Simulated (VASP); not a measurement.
**Ge: relaxation of cell and atoms with PBE**

The system is Ge.

```
CELL_PARAMETERS angstrom
6.51822 0.00000 0.00000
0.00000 6.51822 0.00000
0.00000 0.00000 4.40234
ATOMIC_POSITIONS crystal
Ge 0.31381 0.93120 0.50000
Ge 0.68619 0.93120 0.00000
Ge 0.68619 0.06880 0.50000
Ge 0.93120 0.68619 0.00000
Ge 0.93120 0.31381 0.50000
Ge 0.31381 0.06880 0.00000
Ge 0.06880 0.31381 0.00000
Ge 0.06880 0.68619 0.50000
```

The cell was built from a structure type or drawn by symmetry, and may not be a known phase.

| Item | Value |
| --- | --- |
| Program | VASP 6.6.1 |
| Task | relaxation of cell and atoms |
| Functional | PBE |
| Potentials or basis | VASP PAW PBE potentials, release 64 (Ge_d) |
| Cutoff | 600 eV |
| k mesh | 4 × 4 × 4 |
| Occupations | gaussian, width 0.1 eV |
| Spin | no spin polarisation |
| Dipole correction | no |
| Further INCAR settings | ALGO = Normal; EDIFF = 1e-06; IBRION = 2; EDIFFG = -0.04; NSW = 90; ISIF = 3 |

```json
{
  "Relaxed volume": "27.16 Å³/atom",
  "Relaxed cell": "a = 6.149 Å, b = 6.149 Å, c = 5.746 Å, α = 90.00°, β = 90.00°, γ = 90.00°",
  "Space group after relaxing (to 0.1 Å)": "P4/mmm (No. 123)",
  "Energy gained by relaxing": "475.9 meV/atom",
  "Ionic steps": "40",
  "Pressure after relaxing": "0.0 GPa",
  "Largest force after relaxing": "0.023 eV/Å",
  "Band gap on the k mesh": "zero (bands 56 and 57 overlap by 1.48 eV)"
}
```

Forces on the atoms (eV/Å):
```
Ge   0.022  0.005  0.000
Ge  -0.022  0.005  0.000
Ge  -0.022 -0.005  0.000
Ge   0.005 -0.022  0.000
Ge   0.005  0.022  0.000
Ge   0.022 -0.005  0.000
Ge  -0.005  0.022  0.000
Ge  -0.005 -0.022  0.000
```

Stress tensor (GPa, compression positive):
```
 0.10  0.00  0.00
 0.00  0.10  0.00
 0.00  0.00 -0.16
```

The path:
| step | energy change (eV) | largest force (eV/Å) | pressure (GPa) | volume (Å³) |
| --- | --- | --- | --- | --- |
| 1 | 0.0000 | 1.2812 | 15.02 | 187.04 |
| 2 | -2.0503 | 0.3399 | -2.51 | 252.81 |
| 3 | -2.1513 | 0.4549 | -0.33 | 236.82 |
| 4 | -2.1526 | 0.4417 | -0.60 | 238.37 |
| 5 | -2.2524 | 0.2308 | -0.44 | 236.38 |
| 6 | -2.2954 | 0.1620 | -0.21 | 234.26 |
| 7 | -2.3126 | 0.1658 | 0.00 | 232.54 |
| 8 | -2.3257 | 0.2007 | 0.05 | 230.73 |
| 9 | -2.3358 | 0.3035 | 0.36 | 227.10 |
| 10 | -2.3448 | 0.3066 | 0.29 | 226.76 |
| 11 | -2.3749 | 0.3192 | 0.38 | 225.73 |
| 12 | -2.4491 | 0.3630 | 0.42 | 223.67 |
| 13 | -2.6755 | 0.4964 | 0.70 | 219.49 |
| 14 | -3.0563 | 0.7204 | 2.06 | 210.96 |
| 15 | -2.3460 | 2.6681 | 10.69 | 193.32 |
| 16 | -3.0537 | 0.8173 | 2.47 | 209.15 |
| 17 | -3.1633 | 1.2241 | 5.04 | 201.30 |
| 18 | -3.1420 | 1.3112 | 6.30 | 198.42 |
| 19 | -3.1643 | 1.2545 | 5.39 | 200.41 |
| 20 | -3.1591 | 1.2743 | 5.88 | 199.35 |
| 21 | -3.1629 | 1.2721 | 5.90 | 199.26 |
| 22 | -3.1708 | 1.2759 | 6.08 | 199.00 |
| 23 | -3.1618 | 1.3552 | 6.44 | 198.46 |
| 24 | -3.1721 | 1.2853 | 6.14 | 198.87 |
| 25 | -3.1819 | 1.2735 | 6.11 | 199.02 |
| 26 | -3.2107 | 1.2424 | 5.90 | 199.46 |
| 27 | -3.2661 | 1.1789 | 5.51 | 200.36 |
| 28 | -3.3674 | 1.0557 | 4.76 | 202.15 |
| 29 | -3.5340 | 0.8289 | 3.45 | 205.76 |
| 30 | -3.7380 | 0.4436 | 1.35 | 213.11 |
| 31 | -3.7263 | 0.1896 | -1.88 | 228.28 |
| 32 | -3.7932 | 0.1218 | -0.53 | 220.86 |
| 33 | -3.7940 | 0.1449 | -0.41 | 220.12 |
| 34 | -3.7939 | 0.1600 | -0.33 | 219.68 |
| 35 | -3.7968 | 0.1461 | -0.28 | 219.38 |
| 36 | -3.8033 | 0.1045 | -0.13 | 218.50 |
| 37 | -3.8062 | 0.0174 | 0.11 | 216.73 |
| 38 | -3.8068 | 0.0446 | 0.01 | 217.26 |
| 39 | -3.8068 | 0.0413 | 0.08 | 217.21 |
| 40 | -3.8073 | 0.0229 | 0.02 | 217.28 |

Final structure:
```cif
data_structure
_symmetry_space_group_name_H-M 'P 1'
_symmetry_Int_Tables_number 1
_cell_length_a 6.1495
_cell_length_b 6.1495
_cell_length_c 5.7456
_cell_angle_alpha 90.000
_cell_angle_beta 90.000
_cell_angle_gamma 90.000
_cell_volume 217.28
loop_
_atom_site_label
_atom_site_type_symbol
_atom_site_fract_x
_atom_site_fract_y
_atom_site_fract_z
_atom_site_occupancy
Ge1 Ge 0.29029 0.99992 0.50000 1
Ge2 Ge 0.70971 0.99992 0.00000 1
Ge3 Ge 0.70971 0.00008 0.50000 1
Ge4 Ge 0.99992 0.70971 0.00000 1
Ge5 Ge 0.99992 0.29029 0.50000 1
Ge6 Ge 0.29029 0.00008 0.00000 1
Ge7 Ge 0.00008 0.29029 0.00000 1
Ge8 Ge 0.00008 0.70971 0.50000 1
```

Levels at points of the mesh, in eV from the Fermi level:
| k point | band 54 | band 55 | band 56 | band 57 | band 58 | band 59 |
| --- | --- | --- | --- | --- | --- | --- |
| (0.00, 0.00, 0.00) | -1.55 | -1.55 | -0.16 | -0.16 | -0.06 | 2.71 |
| (0.50, 0.00, 0.00) | -1.52 | -0.80 | -0.59 | -0.52 | 0.44 | 1.22 |
| (0.50, 0.50, 0.00) | -1.41 | -0.95 | -0.28 | -0.28 | 0.33 | 1.05 |
| (0.00, 0.00, 0.50) | -0.84 | 0.75 | 0.75 | 0.75 | 0.75 | 2.14 |
| (0.50, 0.00, 0.50) | -0.88 | -0.35 | -0.35 | 0.73 | 0.73 | 1.54 |
| (0.50, 0.50, 0.50) | -1.57 | 0.01 | 0.01 | 0.80 | 0.80 | 0.80 |

It took 85 min on 1 thread of Intel(R) Xeon(R) Platinum 8488C (Sapphire Rapids), with other jobs on the host, peak memory 0.43 GiB.

Caveat: the volume moved by over 15 % at a fixed basis, so the end points are rough.
